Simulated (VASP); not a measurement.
# ScF3 (P4/mmm) in VASP: single point with LDA

Aim: the single point of ScF3 with LDA.

Everything below comes from runs of VASP 6.6.1. Logs are shortened: lines on timing, memory, paths and dates and some standing lists are left out, and cuts for length are marked.

## Step 1: The cell of the first run

The structure is tetragonal, space group P4/mmm (No. 123). Conventional cell: a = 3.691 Å, b = 3.691 Å, c = 4.012 Å, α = 90.00°, β = 90.00°, γ = 90.00°. Sc (site symmetry 4/mmm) has 6 F at 1.85 to 2.01 Å within 2.4 Å. F (site symmetry mmm) has 2 Sc at 1.85 Å within 2.4 Å. Within 2.8 Å of F (site symmetry 4/mmm) lie 2 Sc at 2.01 Å and 8 F at 2.73 Å.

## Step 2: Single point, LDA (strain -0.080 along x and y, +0.000 along z)

Input file INCAR:

```
SYSTEM = ScF3
ALGO     = Normal         ! electronic algorithm
EDIFF    = 1E-6           ! SCF threshold, eV
ENCUT    = 910            ! plane-wave cutoff, eV
GGA      = CA             ! functional
GGA_COMPAT= .FALSE.      
ISIF     = 2              ! what is computed and relaxed
ISMEAR   = 0              ! smearing method
LASPH    = .TRUE.         ! aspherical terms in the spheres
LCHARG   = .FALSE.        ! write CHGCAR
LREAL    = .FALSE.        ! projectors in reciprocal space
LWAVE    = .FALSE.        ! write WAVECAR
NBANDS   = 24             ! bands
NELM     = 120            ! most SCF steps
PREC     = Accurate       ! precision mode
SIGMA    = 0.05           ! smearing width, eV
```

Input file KPOINTS:

```
k-points
0
G
  6 6 6
  0 0 0
```

Input file POSCAR:

```
ScF3
1.0
    3.6914540000      0.0000000000      0.0000000000
    0.0000000000      3.6914540000      0.0000000000
    0.0000000000      0.0000000000      4.0124500000
Sc F
1 3
Direct
    0.0000000000      0.0000000000      0.0000000000
    0.5000000000      0.0000000000      0.0000000000
    0.0000000000      0.5000000000      0.0000000000
    0.0000000000      0.0000000000      0.5000000000
```

Potentials or basis: VASP PAW LDA potentials, release 64 (Sc_sv, F_h).

Started as:

```bash
> cat potpaw_LDA.64/Sc_sv/POTCAR potpaw_LDA.64/F_h/POTCAR > POTCAR
> mpirun -np 1 vasp_std > vasp.out
```

OUTCAR:

```text
SYSTEM = ScF3
   EDIFF = 1E-6
   ENCUT = 910
   GGA = CA
   ISIF = 2
   ISMEAR = 0
   LASPH = .TRUE.
   LREAL = .FALSE.
   NELM = 120
   PREC = Accurate

 ion  position               nearest neighbor table
   1  0.000  0.000  0.000-   2 1.85   3 1.85   3 1.85   2 1.85   4 2.01   4 2.01
   2  0.500  0.000  0.000-   1 1.85   1 1.85
   3  0.000  0.500  0.000-   1 1.85   1 1.85
   4  0.000  0.000  0.500-   1 2.01   1 2.01

  LATTYP: Found a simple tetragonal cell.
 ALAT       =     3.6914540000
 C/A-ratio  =     1.0869565217

  Lattice vectors:

 A1 = (   3.6914540000,   0.0000000000,   0.0000000000)
 A2 = (   0.0000000000,   3.6914540000,   0.0000000000)
 A3 = (   0.0000000000,   0.0000000000,   4.0124500000)

Analysis of symmetry for initial positions (statically):
=====================================================================
 Subroutine PRICEL returns:
 Original cell was already a primitive cell.

 Routine SETGRP: Setting up the symmetry group for a
 simple tetragonal supercell.

 Subroutine GETGRP returns: Found 16 space group operations
 (whereof 16 operations were pure point group operations)
 out of a pool of 16 trial point group operations.

The static configuration has the point symmetry D_4h.

Analysis of symmetry for dynamics (positions and initial velocities):
=====================================================================
 Subroutine PRICEL returns:
 Original cell was already a primitive cell.

 Routine SETGRP: Setting up the symmetry group for a
 simple tetragonal supercell.

 Subroutine GETGRP returns: Found 16 space group operations
 (whereof 16 operations were pure point group operations)
 out of a pool of 16 trial point group operations.

The dynamic configuration has the point symmetry D_4h.

 Subroutine INISYM returns: Found 16 space group operations
 (whereof 16 operations are pure point group operations),
 and found     1 'primitive' translations

----------------------------------------------------------------------------------------

                                     Primitive cell

  volume of cell :      54.6770

  direct lattice vectors                    reciprocal lattice vectors
[... 85 lines left out ...]
   ISPIN  =      1    spin polarized calculation?
   LNONCOLLINEAR =      F non collinear calculations
   LSORBIT =      F    spin-orbit coupling
   LASPH  =      T    aspherical Exc in radial PAW
   ENCUT  =  910.0 eV  66.88 Ry    8.18 a.u.   9.08  9.08  9.87*2*pi/ulx,y,z
   NELM   =    120;   NELMIN=  2; NELMDL= -5     # of ELM steps
   EDIFF  = 0.1E-05   stopping-criterion for ELM
   LREAL  =      F    real-space projection
   EDIFFG = 0.1E-04   stopping-criterion for IOM
   NSW    =      0    number of steps for IOM
   IBRION =     -1    ionic relax: 0-MD 1-quasi-New 2-CG
   NFREE  =      0    steps in history (QN), initial steepest desc. (CG)
   ISIF   =      2    stress and relaxation
   ISYM   =      2    0-nonsym 1-usesym 2-fastsym
   POTIM  = 0.5000    time-step for ionic-motion
   TEBEG  =    0.0;   TEEND  =   0.0 temperature during run
   PSTRESS=    0.0 pullay stress
   NELECT =      32.0000    total number of electrons
   NUPDOWN=      -1.0000    fix difference up-down
   EMIN   =  10.00;   EMAX   =-10.00  energy-range for DOS
   EFERMI =   0.00;   METHOD = LEGACY
   ISMEAR =     0;   SIGMA  =   0.05  broadening in eV -4-tet -1-fermi 0-gaus
   EFERMI_NEDOS =   21; number of points for ismear=-14 and -15
   IALGO  =     38    algorithm
   IMIX   =      4    mixing-type and parameters
     AMIX     =   0.40;   BMIX     =  1.00
     AMIX_MAG =   1.60;   BMIX_MAG =  1.00
  volume/ion in A,a.u.               =      13.67        92.24
  Fermi-wavevector in a.u.,A,eV,Ry     =   1.369378  2.587749 25.513587  1.875196
  Thomas-Fermi vector in A             =   2.495259
   LORBIT       =      0    0 simple, 1 ext, 2 COOP (PROOUT), +10 PAW based schemes
   GGA     = CA    functional components
   LHFCALC =     F    Hartree Fock is set to
   AEXX    =    0.0000 exact exchange contribution
   IVDW    =     0    specifies the selected vdW correction
   LEPSILON=     F    determine dielectric tensor
   LRPA    =     F    only Hartree local field effects (RPA)
 non-spin polarized calculation
 Gauss-broadening in eV      SIGMA  =   0.05
  energy-cutoff  :      910.00
  volume of cell :       54.68
 maximum number of plane-waves:      3436
   NGX = 19   NGY = 19   NGZ = 19

 number of electron      32.0000023 magnetization

 Free energy of the ion-electron system (eV)
  ---------------------------------------------------
  ext. energy  EPLUGINS =         0.00000000
  ---------------------------------------------------
  free energy    TOTEN  =       -28.78724381 eV

  energy without entropy =      -28.78724381  energy(sigma->0) =      -28.78724381

 E-fermi :  -2.0492     XC(G=0):  -9.6363

 val. band max:       -2.3617533429   @ k =   0.5000   0.5000   0.5000
 cond. band min:       4.4100929753   @ k =   0.0000   0.0000   0.0000
 fundamental gap:      6.7718463182
 Fermi energy:        -2.0491617474

 k-point     1 :       0.0000    0.0000    0.0000
  band No.  band energies     occupation
      1     -46.7333      2.00000
      2     -26.1048      2.00000
      3     -26.1048      2.00000
      4     -25.7436      2.00000
      5     -22.8842      2.00000
      6     -22.7205      2.00000
[... 637 lines left out ...]
     23      11.0017      0.00000
     24      11.9849      0.00000

 [... further k-points ...]

------------------------ aborting loop because EDIFF is reached ----------------------------------------

  FORCE on cell =-STRESS in cart. coord.  units (eV):
  Direction    XX          YY          ZZ          XY          YZ          ZX
  --------------------------------------------------------------------------------------
  -------------------------------------------------------------------------------------
  Total       11.6560854     11.6560854      0.2834985      0.0000000      0.0000000      0.0000000
  in kB      341.5535074    341.5535074      8.3072402      0.0000000      0.0000000      0.0000000
  external PRESSURE =     230.4714183 kB  Pullay stress =       0.0000000 kB

 VOLUME and BASIS-vectors are now :
 -----------------------------------------------------------------------------
  energy-cutoff  :      910.00
  volume of cell :       54.68
      direct lattice vectors                 reciprocal lattice vectors
     3.691454000  0.000000000  0.000000000     0.270895967  0.000000000  0.000000000
     0.000000000  3.691454000  0.000000000     0.000000000  0.270895967  0.000000000
     0.000000000  0.000000000  4.012450000     0.000000000  0.000000000  0.249224289

 POSITION                                       TOTAL-FORCE (eV/Angst)
 -----------------------------------------------------------------------------------
      0.00000      0.00000      0.00000         0.000000      0.000000      0.000000
      1.84573      0.00000      0.00000         0.000000      0.000000      0.000000
      0.00000      1.84573      0.00000         0.000000      0.000000      0.000000
      0.00000      0.00000      2.00623         0.000000      0.000000      0.000000
 -----------------------------------------------------------------------------------
    total drift:                                0.000000      0.000000     -0.000000

  FREE ENERGIE OF THE ION-ELECTRON SYSTEM (eV)
  ---------------------------------------------------
  free  energy   TOTEN  =       -28.7872438099 eV

  energy  without entropy=      -28.7872438099  energy(sigma->0) =      -28.78724381
```

Run time: 56 s. Hardware: 1 thread of AMD EPYC 9R45 (Zen 5), shared host; peak memory 0.22 GiB.

Results:

```
Free energy            : -28.7872 eV
Pressure               : 23.0 GPa
Band gap on the k mesh : 6.77 eV (least direct gap 7.09 eV)
```

Levels at points of the mesh, in eV from the valence-band top:
| k point | band 12 | band 13 | band 14 | band 15 | band 16 | band 17 | band 18 | band 19 | band 20 | band 21 |
| --- | --- | --- | --- | --- | --- | --- | --- | --- | --- | --- |
| (0.00, 0.00, 0.00) | -0.96 | -0.96 | -0.53 | -0.32 | -0.32 | 6.77 | 6.82 | 6.82 | 7.65 | 9.22 |
| (0.50, 0.00, 0.00) | -1.85 | -1.34 | -0.73 | -0.63 | -0.30 | 6.91 | 8.27 | 8.32 | 9.09 | 10.58 |
| (0.50, 0.50, 0.00) | -2.20 | -0.90 | -0.76 | -0.76 | -0.46 | 8.40 | 8.40 | 9.33 | 9.79 | 12.27 |
| (0.00, 0.00, 0.50) | -1.44 | -0.92 | -0.92 | -0.84 | -0.84 | 6.81 | 7.75 | 7.75 | 9.81 | 10.18 |
| (0.50, 0.00, 0.50) | -1.85 | -1.75 | -1.21 | -0.79 | -0.02 | 7.82 | 8.30 | 8.93 | 10.51 | 12.22 |
| (0.50, 0.50, 0.50) | -3.01 | -2.67 | -0.45 | 0.00 | 0.00 | 9.04 | 9.04 | 9.39 | 11.49 | 12.18 |

Caveat: the cell differs from its parent crystal (strain -0.080 along x and y, +0.000 along z); the stress differs along the axes, from 1 to 34 GPa. A k mesh can miss the band edges.
